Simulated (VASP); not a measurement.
Here is a VASP 6.6.1 calculation.

POSCAR

```
F
1.0
    9.0000000000      0.0000000000      0.0000000000
    0.0000000000      9.5000000000      0.0000000000
    0.0000000000      0.0000000000     10.0000000000
F
2
Direct
    0.5000000000      0.5000000000      0.4290000000
    0.5000000000      0.5000000000      0.5710000000
```

INCAR.step1

```
PREC = Accurate
ENCUT = 520
ISMEAR = -1
SIGMA = 0.05
LREAL = F
LASPH = T
NELM = 80
GGA = PE
ALGO = Normal
EDIFF = 1E-4
LWAVE = T
LCHARG = F
```

Contents of INCAR.step2:

```
PREC = Accurate
ENCUT = 520
EDIFF = 1E-7
ISMEAR = -1
SIGMA = 0.05
LREAL = F
LASPH = T
NELM = 80
ALGO = Normal
ISIF = 2
LWAVE = F
LCHARG = F
METAGGA = R2SCAN
LMIXTAU = T
IBRION = 2
NSW = 80
EDIFFG = -0.02
ISTART = 1
```

KPOINTS

```
regular mesh
0
Gamma
  1 1 1
```

Potentials or basis: VASP PAW PBE potentials, release 64 (F).

Launch:

```sh
$ cat potpaw_PBE.64/F/POTCAR > POTCAR
$ cp INCAR.step1 INCAR
$ mpirun -np 1 vasp_gam > vasp.out
$ cp INCAR.step2 INCAR
$ mpirun -np 1 vasp_gam > vasp.out
```

**Question.** Predict the energy gained by relaxing.

**Answer.** 0.9 meV/atom.

**Question.** Estimate the gap between the frontier levels.

**Answer.** 4.49 eV.

Final structure:
```
F
1.0
     9.00000    0.00000    0.00000
     0.00000    9.50000    0.00000
     0.00000    0.00000   10.00000
F
2
Cartesian
  4.5000 4.7500 4.2949
  4.5000 4.7500 5.7051
```
